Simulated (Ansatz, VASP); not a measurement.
**One calculation of KF, two programs**

File INCAR:

```
PREC = Accurate
ENCUT = 520
EDIFF = 1E-6
ISMEAR = 0
SIGMA = 0.05
LREAL = False
LASPH = True
NELM = 60
ALGO = Normal
ISIF = 2
LWAVE = False
LCHARG = False
GGA = CA
NBANDS = 15
```

The input KPOINTS:

```
Automatic mesh
0
Gamma
  8 8 8
```

The input POSCAR:

```
KF
1.0
    0.0000000000      2.5817196783      2.9689776300
    2.4461793952      0.0000000000      2.9689776300
    2.4461793952      2.5817196783      0.0000000000
K F
1 1
Direct
    0.0000000000      0.0000000000      0.0000000000
    0.5000000000      0.5000000000      0.5000000000
```

Input for Ansatz:

```yaml
crystal:
  lattice:
    - [0.0, 2.5817196783, 2.96897763]
    - [2.4461793952, 0.0, 2.96897763]
    - [2.4461793952, 2.5817196783, 0.0]
  atoms:
    - { symbol: K, position: [0.0, 0.0, 0.0] }
    - { symbol: F, position: [0.5, 0.5, 0.5] }
basis:
  ecutwfc: 520.0
kpoints:
  mp_grid: { grid: [8, 8, 8] }
hamiltonian:
  xc: lda
scf:
  occupations: { method: gaussian, width: 0.05 }
output:
  forces: true
  stress: true
  eigenvalues: true
```

Change from the starting cell: normal strain along x -0.0525, normal strain along z +0.1500.

Alike in both runs: task single point; functional LDA; k mesh 8 × 8 × 8; occupations gaussian, width 0.05 eV; no spin polarisation.

```csv
,VASP,Ansatz
version,VASP 6.6.1,Ansatz 0.2.0
potentials or method,"VASP PAW LDA potentials, release 64 (K_sv, F), cutoff 520 eV","scalar-relativistic, plane waves, PAW"
valence electrons in the cell,16,16
```

Ansatz gave:

| Property | Result |
| --- | --- |
| gap on the k mesh at the Fermi level (eV) | 5.56 |
| least direct gap on the mesh (eV) | 5.56 |
| pressure (GPa) | -0.5 |
| traceless stress, the component that is largest in VASP (GPa) | 4.75 |

Question: Which values does VASP return?

Answer: gap on the k mesh at the Fermi level (eV): 5.54; least direct gap on the mesh (eV): 5.54; pressure (GPa): -0.3; traceless stress, the component that is largest in VASP (GPa): 5.03.

LDA's correlation is that of Perdew and Zunger in VASP and of Perdew and Wang (1992) in Ansatz.
